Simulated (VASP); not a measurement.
A run of VASP 6.6.1:

Contents of POSCAR:

```
Mg3PN
1.0
    4.1515493214      0.0000000000      0.0000000000
    0.0000000000      4.1515493214      0.0000000000
    0.0000000000      0.0000000000      4.1515493214
P N Mg
1 1 3
Direct
    0.0000000000      0.0000000000      0.0000000000
    0.5000000000      0.5000000000      0.5000000000
    0.5000000000      0.5000000000      0.0000000000
    0.5000000000      0.0000000000      0.5000000000
    0.0000000000      0.5000000000      0.5000000000
```

INCAR.step1

```
  PREC = Accurate
  ENCUT = 520
  ISMEAR = 0
  SIGMA = 0.01
  LREAL = F
  LASPH = T
  NELM = 100
  NBANDS = 16
  GGA = PE
  ALGO = Normal
  EDIFF = 1E-4
  LWAVE = T
  LCHARG = F
```

INCAR.step2

```
  PREC = Accurate
  ENCUT = 520
  EDIFF = 1E-6
  ISMEAR = 0
  SIGMA = 0.01
  LREAL = F
  LASPH = T
  NELM = 100
  ALGO = Normal
  ISIF = 2
  LWAVE = F
  LCHARG = T
  METAGGA = R2SCAN
  LMIXTAU = T
  LELF = T
  LVHAR = T
  NBANDS = 16
  ISTART = 1
```

The input KPOINTS:

```
regular mesh
0
Gamma
  6 6 6
```

Potentials or basis: VASP PAW PBE potentials, release 64 (P, N, Mg).

Command:

```bash
$ cat potpaw_PBE.64/P/POTCAR potpaw_PBE.64/N/POTCAR potpaw_PBE.64/Mg/POTCAR > POTCAR
$ cp INCAR.step1 INCAR
$ mpirun -np 1 vasp_std > vasp.out
$ cp INCAR.step2 INCAR
$ mpirun -np 1 vasp_std > vasp.out
```

Hardware: 1 thread of AMD EPYC 7R13 Processor (Zen 3), with other jobs on the host.

Estimate the wall time of this run.

It took 72 s on 1 thread of AMD EPYC 7R13 Processor (Zen 3), on a shared host, peak memory 0.16 GiB. Counts: k points 20.
